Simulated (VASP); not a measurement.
# Rh (Fm-3m) in VASP: notebook

Runs on Rh. Level: BLYP. Tasks: single point, relaxation of cell and atoms.

All numbers are computed with VASP 6.6.1; they aren't measurements. Logs are shortened: lines on timing, memory, paths and dates and some standing lists are left out, and cuts for length are marked.

## Step 1: The cell of the first run

It takes space group Fm-3m (No. 225, cubic). Conventional cell: a = 3.899 Å, b = 3.899 Å, c = 3.899 Å, α = 90.00°, β = 90.00°, γ = 90.00°. Rh (site symmetry m-3m) has 12 Rh at 2.76 Å within 3.6 Å.

## Step 2: Single point, BLYP, collinear spin, ferromagnetic start

INCAR

```
SYSTEM = Rh
  PREC = Accurate
  ENCUT = 520
  EDIFF = 1E-7
  ISMEAR = -1
  SIGMA = 0.1
  LREAL = .False.
  LASPH = .True.
  NELM = 150
  ALGO = Normal
  ISIF = 2
  LWAVE = .False.
  LCHARG = .True.
  ISPIN = 2
  MAGMOM = 1
  LORBIT = 11
  LMAXMIX = 4
  GGA = B5
  ALDAX = 1.0
  AGGAX = 1.0
  AGGAC = 1.0
  ALDAC = 0.0
  LELF = .True.
  LVHAR = .True.
  NBANDS = 18
```

KPOINTS

```
regular mesh
0
Gamma
  7 7 7
  0 0 0
```

POSCAR

```
Rh
1.0
    0.0000000000      1.9497196783      1.9497196783
    1.9497196783      0.0000000000      1.9497196783
    1.9497196783      1.9497196783      0.0000000000
Rh
1
Direct
    0.0000000000      0.0000000000      0.0000000000
```

Potentials or basis: VASP PAW PBE potentials, release 64 (Rh_pv).

Run with:

```
$ cat potpaw_PBE.64/Rh_pv/POTCAR > POTCAR
$ mpirun -np 1 vasp_std > vasp.out
```

OUTCAR:

```text
SYSTEM = Rh
   PREC = Accurate
   ENCUT = 520
   EDIFF = 1E-7
   ISMEAR = -1
   LREAL = .False.
   LASPH = .True.
   NELM = 150
   ISIF = 2
   ISPIN = 2
   LORBIT = 11
   GGA = B5

 ion  position               nearest neighbor table
   1  0.000  0.000  0.000-

  LATTYP: Found a face centered cubic cell.
 ALAT       =     3.8994393566

  Lattice vectors:

 A1 = (   0.0000000000,   1.9497196783,   1.9497196783)
 A2 = (   1.9497196783,   0.0000000000,   1.9497196783)
 A3 = (   1.9497196783,   1.9497196783,   0.0000000000)

Analysis of symmetry for initial positions (statically):
=====================================================================
 Subroutine PRICEL returns:
 Original cell was already a primitive cell.

 Routine SETGRP: Setting up the symmetry group for a
 face centered cubic supercell.

 Subroutine GETGRP returns: Found 48 space group operations
 (whereof 48 operations were pure point group operations)
 out of a pool of 48 trial point group operations.

The static configuration has the point symmetry O_h .

Analysis of symmetry for dynamics (positions and initial velocities):
=====================================================================
 Subroutine PRICEL returns:
 Original cell was already a primitive cell.

 Routine SETGRP: Setting up the symmetry group for a
 face centered cubic supercell.

 Subroutine GETGRP returns: Found 48 space group operations
 (whereof 48 operations were pure point group operations)
 out of a pool of 48 trial point group operations.

The dynamic configuration has the point symmetry O_h .

Analysis of structural, dynamic, and magnetic symmetry:
=====================================================================
 Subroutine PRICEL returns:
 Original cell was already a primitive cell.

 Routine SETGRP: Setting up the symmetry group for a
 face centered cubic supercell.

 Subroutine GETGRP returns: Found 48 space group operations
 (whereof 48 operations were pure point group operations)
 out of a pool of 48 trial point group operations.

The overall configuration has the point symmetry O_h .

 Subroutine INISYM returns: Found 48 space group operations
 (whereof 48 operations are pure point group operations),
 and found     1 'primitive' translations

----------------------------------------------------------------------------------------

                                     Primitive cell

  volume of cell :      14.8234

  direct lattice vectors                    reciprocal lattice vectors
     0.000000000  1.949719678  1.949719678    -0.256447122  0.256447122  0.256447122
     1.949719678  0.000000000  1.949719678     0.256447122 -0.256447122  0.256447122
     1.949719678  1.949719678  0.000000000     0.256447122  0.256447122 -0.256447122

  length of vectors
     2.757320012  2.757320012  2.757320012     0.444179445  0.444179445  0.444179445

  position of ions in fractional coordinates (direct lattice)
     0.000000000  0.000000000  0.000000000

  ion indices of the primitive-cell ions
   primitive index   ion index
                 1           1

----------------------------------------------------------------------------------------

 KPOINTS: regular mesh

Automatic generation of k-mesh.
 Grid dimensions read from file:
 generate k-points for:    7    7    7

 Generating k-lattice:

  Cartesian coordinates                     Fractional coordinates (reciprocal lattice)
    -0.036635303  0.036635303  0.036635303     0.142857143  0.000000000  0.000000000
     0.036635303 -0.036635303  0.036635303     0.000000000  0.142857143  0.000000000
     0.036635303  0.036635303 -0.036635303     0.000000000  0.000000000  0.142857143

  Length of vectors
     0.063454206  0.063454206  0.063454206

  Shift w.r.t. Gamma in fractional coordinates (k-lattice)
     0.000000000  0.000000000  0.000000000

 Subroutine IBZKPT returns following result:
 ===========================================

 Found     20 irreducible k-points:

 Following reciprocal coordinates:
            Coordinates               Weight
  0.000000  0.000000  0.000000      1.000000
  0.142857  0.000000  0.000000      8.000000
  0.285714  0.000000  0.000000      8.000000
  0.428571  0.000000  0.000000      8.000000
  0.142857  0.142857  0.000000      6.000000
  0.285714  0.142857  0.000000     24.000000
[... 12 lines left out ...]
 -0.428571  0.428571  0.142857     24.000000
 -0.285714  0.428571  0.142857     24.000000
   k-points           NKPTS =     20   k-points in BZ     NKDIM =     20   number of bands    NBANDS=     18
   number of dos      NEDOS =    301   number of ions     NIONS =      1
   total plane-waves  NPLWV =  13824
   dimension x,y,z NGX =    24 NGY =   24 NGZ =   24
   dimension x,y,z NGXF=    48 NGYF=   48 NGZF=   48
   ions per type =               1
   NGX,Y,Z   is equivalent  to a cutoff of  14.47, 14.47, 14.47 a.u.
   NGXF,Y,Z  is equivalent  to a cutoff of  28.94, 28.94, 28.94 a.u.
 SYSTEM =  Rh
   PREC   = accura    normal or accurate (medium, high low for compatibility)
   ISTART =      0    job   : 0-new  1-cont  2-samecut
   ICHARG =      2    charge: 1-file 2-atom 10-const
   ISPIN  =      2    spin polarized calculation?
   LNONCOLLINEAR =      F non collinear calculations
   LSORBIT =      F    spin-orbit coupling
   LASPH  =      T    aspherical Exc in radial PAW
   ENCUT  =  520.0 eV  38.22 Ry    6.18 a.u.   5.13  5.13  5.13*2*pi/ulx,y,z
   NELM   =    150;   NELMIN=  2; NELMDL= -5     # of ELM steps
   EDIFF  = 0.1E-06   stopping-criterion for ELM
   LREAL  =      F    real-space projection
   EDIFFG = 0.1E-05   stopping-criterion for IOM
   NSW    =      0    number of steps for IOM
   IBRION =     -1    ionic relax: 0-MD 1-quasi-New 2-CG
   NFREE  =      0    steps in history (QN), initial steepest desc. (CG)
   ISIF   =      2    stress and relaxation
   ISYM   =      2    0-nonsym 1-usesym 2-fastsym
   POTIM  = 0.5000    time-step for ionic-motion
   TEBEG  =    0.0;   TEEND  =   0.0 temperature during run
   PSTRESS=    0.0 pullay stress
   NELECT =      15.0000    total number of electrons
   NUPDOWN=      -1.0000    fix difference up-down
   EMIN   =  10.00;   EMAX   =-10.00  energy-range for DOS
   EFERMI =   0.00;   METHOD = LEGACY
   ISMEAR =    -1;   SIGMA  =   0.10  broadening in eV -4-tet -1-fermi 0-gaus
   EFERMI_NEDOS =   21; number of points for ismear=-14 and -15
   IALGO  =     38    algorithm
   IMIX   =      4    mixing-type and parameters
     AMIX     =   0.40;   BMIX     =  1.00
     AMIX_MAG =   1.60;   BMIX_MAG =  1.00
  volume/ion in A,a.u.               =      14.82       100.03
  Fermi-wavevector in a.u.,A,eV,Ry     =   1.643576  3.105908 36.753982  2.701341
  Thomas-Fermi vector in A             =   2.733687
   LORBIT       =     11    0 simple, 1 ext, 2 COOP (PROOUT), +10 PAW based schemes
   GGA     = B5    functional components
   LHFCALC =     F    Hartree Fock is set to
   AEXX    =    0.0000 exact exchange contribution
   IVDW    =     0    specifies the selected vdW correction
   LEPSILON=     F    determine dielectric tensor
   LRPA    =     F    only Hartree local field effects (RPA)
 spin polarized calculation
  energy-cutoff  :      520.00
  volume of cell :       14.82
 maximum number of plane-waves:       411
 NGX is ok and might be reduce to    24
   NGX = 11   NGY = 11   NGZ = 11

 number of electron      15.0000000 magnetization      -0.0048502

 number of electron      15.0000000 magnetization       0.0001653

 Free energy of the ion-electron system (eV)
  ---------------------------------------------------
  ext. energy  EPLUGINS =         0.00000000
  ---------------------------------------------------
  free energy    TOTEN  =        -6.23715560 eV

  energy without entropy =       -6.19968853  energy(sigma->0) =       -6.21842206

 E-fermi :  11.1223     XC(G=0): -12.9090

 val. band max:       10.9912571754   @ k =   0.2857   0.2857   0.0000
 cond. band min:      11.1269051026   @ k =  -0.4286   0.4286   0.0000
 fundamental gap:      0.1356479272
 Fermi energy:        11.1222609548

 spin component 1

 k-point     1 :       0.0000    0.0000    0.0000
  band No.  band energies     occupation
      1     -34.9565      1.00000
      2     -34.9565      1.00000
      3     -34.9565      1.00000
      4       3.8779      1.00000
      5       8.3599      1.00000
      6       8.3599      1.00000
[... 10 lines left out ...]
     17      42.1673      0.00000
     18      42.1673      0.00000

 k-point     2 :       0.1429    0.0000    0.0000
  band No.  band energies     occupation
      1     -35.0666      1.00000
      2     -34.9718      1.00000
      3     -34.9718      1.00000
      4       4.6004      1.00000
      5       8.1274      1.00000
      6       8.5960      1.00000
[... 10 lines left out ...]
     17      39.9272      0.00000
     18      42.7465      0.00000
[... 358 lines left out ...]
 k-point    20 :      -0.2857    0.4286    0.1429
  band No.  band energies     occupation
      1     -35.3557      1.00000
      2     -35.3210      1.00000
      3     -35.1447      1.00000
      4       6.7066      1.00000
      5       7.3222      1.00000
      6       8.2986      1.00000
[... 10 lines left out ...]
     17      43.7495      0.00000
     18      45.9165      0.00000
 Fermi energy:        11.1222609548

 spin component 2

 k-point     1 :       0.0000    0.0000    0.0000
  band No.  band energies     occupation
      1     -34.9564      1.00000
      2     -34.9564      1.00000
      3     -34.9564      1.00000
      4       3.8779      1.00000
      5       8.3599      1.00000
      6       8.3599      1.00000
[... 10 lines left out ...]
     17      42.1674      0.00000
     18      42.1674      0.00000

 k-point     2 :       0.1429    0.0000    0.0000
  band No.  band energies     occupation
      1     -35.0665      1.00000
      2     -34.9716      1.00000
      3     -34.9716      1.00000
      4       4.6005      1.00000
      5       8.1274      1.00000
      6       8.5960      1.00000
[... 10 lines left out ...]
     17      39.9273      0.00000
     18      42.7465      0.00000
[... 358 lines left out ...]
 k-point    20 :      -0.2857    0.4286    0.1429
  band No.  band energies     occupation
      1     -35.3555      1.00000
      2     -35.3209      1.00000
      3     -35.1446      1.00000
      4       6.7067      1.00000
      5       7.3222      1.00000
      6       8.2986      1.00000
[... 10 lines left out ...]
     17      43.7496      0.00000
     18      45.9165      0.00000

------------------------ aborting loop because EDIFF is reached ----------------------------------------

  FORCE on cell =-STRESS in cart. coord.  units (eV):
  Direction    XX          YY          ZZ          XY          YZ          ZX
  --------------------------------------------------------------------------------------
  -------------------------------------------------------------------------------------
  Total        0.0051672      0.0051672      0.0051672      0.0000000     -0.0000000      0.0000000
  in kB        0.5584960      0.5584960      0.5584960      0.0000000     -0.0000000      0.0000000
  external PRESSURE =       0.5584960 kB  Pullay stress =       0.0000000 kB

 VOLUME and BASIS-vectors are now :
 -----------------------------------------------------------------------------
  energy-cutoff  :      520.00
  volume of cell :       14.82
      direct lattice vectors                 reciprocal lattice vectors
     0.000000000  1.949719678  1.949719678    -0.256447122  0.256447122  0.256447122
     1.949719678  0.000000000  1.949719678     0.256447122 -0.256447122  0.256447122
     1.949719678  1.949719678  0.000000000     0.256447122  0.256447122 -0.256447122

 POSITION                                       TOTAL-FORCE (eV/Angst)
 -----------------------------------------------------------------------------------
      0.00000      0.00000      0.00000         0.000000      0.000000      0.000000
 -----------------------------------------------------------------------------------
    total drift:                               -0.000000      0.000000      0.000000

  FREE ENERGIE OF THE ION-ELECTRON SYSTEM (eV)
  ---------------------------------------------------
  free  energy   TOTEN  =        -6.2371555967 eV

  energy  without entropy=       -6.1996885272  energy(sigma->0) =       -6.21842206

 total charge

# of ion       s       p       d       tot
------------------------------------------
    1        0.375   6.242   7.097  13.713

 magnetization (x)

# of ion       s       p       d       tot
------------------------------------------
    1       -0.000  -0.000   0.000   0.000
```

Run time: 12 s. Hardware: 1 thread of AMD EPYC 9R45 (Zen 5), shared host; peak memory 0.12 GiB.

Results:

```
Free energy                                           : -6.2372 eV
Pressure                                              : 0.1 GPa
Net moment                                            : 0.00 μB per cell
Valence electrons inside the program's atomic spheres : Rh 13.71
```

Levels at points of the mesh, in eV from the Fermi level:
Spin up:
```tsv
k point	band 3	band 4	band 5	band 6	band 7	band 8	band 9	band 10	band 11	band 12
(0.00, 0.00, 0.00)	-46.08	-7.24	-2.76	-2.76	-2.76	-0.93	-0.93	16.29	20.48	21.19
```
Spin down:
```csv
k point,band 3,band 4,band 5,band 6,band 7,band 8,band 9,band 10,band 11,band 12
"(0.00, 0.00, 0.00)",-46.08,-7.24,-2.76,-2.76,-2.76,-0.93,-0.93,16.29,20.48,21.19
```

Caveat: the k points lie up to 0.40 Å⁻¹ apart; the PAW data sets were made with another functional, which shifts forces and pressure a little.

## Step 3: Single point, BLYP

INCAR

```
SYSTEM = Rh
AGGAC = 1.0
AGGAX = 1.0
ALDAC = 0.0
ALDAX = 1.0
ALGO = Normal
EDIFF = 1E-6
ENCUT = 520
GGA = B5
ISIF = 2
ISMEAR = -1
LASPH = .True.
LCHARG = .False.
LREAL = .False.
LWAVE = .False.
NBANDS = 14
NELM = 100
PREC = Accurate
SIGMA = 0.1
```

KPOINTS

```
k-points
0
Gamma
  14 14 14
  0 0 0
```

POSCAR

```
Rh
1.0
    0.0000000000      1.9508486659      1.9508486659
    1.9508486659      0.0000000000      1.9508486659
    1.9508486659      1.9508486659      0.0000000000
Rh
1
Direct
    0.0000000000      0.0000000000      0.0000000000
```

Potentials or basis: VASP PAW PBE potentials, release 64 (Rh_pv).

Run with:

```
$ cat potpaw_PBE.64/Rh_pv/POTCAR > POTCAR
$ mpirun -np 1 vasp_std > vasp.out
```

It took 15 s on 1 thread of Intel Xeon 6975P-C (Granite Rapids), shared host; peak memory 0.15 GiB.

Results (log left out):

```yaml
Free_energy: -6.1859 eV
Pressure: 0.5 GPa
```

Levels at points of the mesh, in eV from the Fermi level:
| k point | band 5 | band 6 | band 7 | band 8 | band 9 | band 10 |
| --- | --- | --- | --- | --- | --- | --- |
| (0.00, 0.00, 0.00) | -2.73 | -2.73 | -2.73 | -0.90 | -0.90 | 16.32 |
| (0.50, 0.00, 0.00) | -2.79 | -2.79 | 0.50 | 0.50 | 1.12 | 7.94 |
| (0.50, 0.50, 0.00) | -5.24 | 0.46 | 0.87 | 0.87 | 3.41 | 11.44 |

Caveat: the PAW data sets were made with another functional, which shifts forces and pressure a little.

## Step 4: Relaxation of cell and atoms, BLYP

This run uses another cell than the first one, of 13.75 Å³/atom, 0.928 times its volume.

INCAR

```
SYSTEM = Rh
  AGGAC = 1.0
  AGGAX = 1.0
  ALDAC = 0.0
  ALDAX = 1.0
  ALGO = Normal
  EDIFF = 1E-7
  EDIFFG = -0.01
  ENCUT = 600
  GGA = B5
  IBRION = 2
  ISIF = 3
  ISMEAR = -1
  LASPH = .TRUE.
  LCHARG = .FALSE.
  LREAL = .FALSE.
  LWAVE = .FALSE.
  NELM = 100
  NSW = 80
  PREC = Accurate
  SIGMA = 0.1
```

KPOINTS

```
k-points
0
G
  14 14 14
  0 0 0
```

POSCAR

```
Rh
1.0
    0.0000000000      1.9015500000      1.9015500000
    1.9015500000      0.0000000000      1.9015500000
    1.9015500000      1.9015500000      0.0000000000
Rh
1
Direct
    0.0000000000      0.0000000000      0.0000000000
```

Run with:

```
$ cat potpaw_PBE.64/Rh_pv/POTCAR > POTCAR
$ mpirun -np 1 vasp_std > vasp.out
```

Wall time 80 s (1 thread of Intel Xeon 6975P-C (Granite Rapids), shared host); peak memory 0.16 GiB.

It converged, with:

* Free energy: -6.1841 eV
* Relaxed volume: 14.87 Å³/atom
* Relaxed cell: a = 2.760 Å, b = 2.760 Å, c = 2.760 Å, α = 60.00°, β = 60.00°, γ = 60.00°
* Space group after relaxing (to 0.05 Å): Fm-3m (No. 225)
* Energy gained by relaxing: 66.7 meV/atom
* Ionic steps: 16
* Pressure after relaxing: 0.1 GPa

Step by step:
```tsv
step	energy change (eV)	largest force (eV/Å)	pressure (GPa)	volume (Å³)
1	0.0000	0.0000	20.55	13.75
2	0.1581	0.0000	-22.40	17.57
3	-0.0664	0.0000	-0.97	14.95
4	-0.0666	0.0000	-0.13	14.89
5	-0.0666	0.0000	0.20	14.87
6	-0.0666	0.0000	0.19	14.87
7	-0.0666	0.0000	0.17	14.87
8	-0.0666	0.0000	0.18	14.87
9	-0.0666	0.0000	0.18	14.87
10	-0.0666	0.0000	0.18	14.87
11	-0.0666	0.0000	0.18	14.87
12	-0.0666	0.0000	0.18	14.87
13	-0.0666	0.0000	0.16	14.87
14	-0.0666	0.0000	0.15	14.87
15	-0.0666	0.0000	0.13	14.87
16	-0.0667	0.0000	0.09	14.87
```

Final structure:
```yaml
crystal:
  lattice:
    - [0.00000, 1.95188, 1.95188]
    - [1.95188, 0.00000, 1.95188]
    - [1.95188, 1.95188, 0.00000]
  atoms:
    - { symbol: Rh, position: [0.00000, 0.00000, 0.00000] }
```

Levels at points of the mesh, in eV from the Fermi level:
```tsv
k point	band 3	band 4	band 5	band 6	band 7	band 8	band 9	band 10	band 11
(0.00, 0.00, 0.00)	-46.05	-7.19	-2.72	-2.72	-2.72	-0.90	-0.90	16.32	20.51
(0.50, 0.00, 0.00)	-46.13	-5.42	-2.78	-2.78	0.49	0.49	1.12	7.93	15.84
(0.50, 0.50, 0.00)	-46.26	-5.53	-5.23	0.46	0.87	0.87	3.41	11.42	12.99
```

Caveat: the PAW data sets were made with another functional, which shifts forces and pressure a little. BLYP gives volumes clearly too large for solids.

## Step 5: Overview

| task | spin | cell | k mesh | cutoff (eV) | gap on the mesh (eV) | pressure (GPa) |
| --- | --- | --- | --- | --- | --- | --- |
| single point | collinear, ferromagnetic start | a = 2.757 Å, angles 60.0°, 1 atom | 7 × 7 × 7 | 520 | none | 0.1 |
| single point | off | a = 2.759 Å, angles 60.0°, 1 atom | 14 × 14 × 14 | 520 | none | 0.5 |
| relaxation of cell and atoms | off | relaxed from a = 2.689 Å, angles 60.0°, 1 atom | 14 × 14 × 14 | 600 | none | 0.1 |

Alike in all rows: level BLYP; potentials or basis VASP PAW PBE potentials, release 64 (Rh_pv); smearing fermi-dirac 0.1 eV.

Caveats: some runs use coarse meshes; the PAW data sets were made with another functional, which shifts forces and pressure a little.

Absolute energies hang on the potentials; compare differences alone.
